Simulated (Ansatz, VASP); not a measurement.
# One calculation of Ti, two programs

```
CELL_PARAMETERS angstrom
2.95000 0.00000 0.00000
-1.47500 2.55477 0.00000
0.00000 0.00000 4.68600
ATOMIC_POSITIONS crystal
Ti 0.33333 0.66667 0.25000
Ti 0.66667 0.33333 0.75000
```

Alike in both runs: task single point; functional PBE; dispersion D3(BJ); k mesh 9 × 9 × 4; occupations gaussian, width 0.1 eV; no spin polarisation.

```csv
,VASP,Ansatz
version,VASP 6.6.1,Ansatz 0.2.0
potentials or method,"VASP PAW PBE potentials, release 64 (Ti_sv), cutoff 500 eV","scalar-relativistic, plane waves, PAW"
valence electrons in the cell,24,24
```

VASP gave:

| Property | Result |
| --- | --- |
| gap on the k mesh at the Fermi level (eV) | none |
| pressure (GPa) | -7.7 |
| traceless stress, the component that is largest in VASP (GPa) | -0.95 |

Q: What did Ansatz give for the same quantities?

A: gap on the k mesh at the Fermi level (eV): none; pressure (GPa): -7.4; traceless stress, the component that is largest in VASP (GPa): -0.94.

A gap of «none» marks a metal or a gap that the smearing closes.
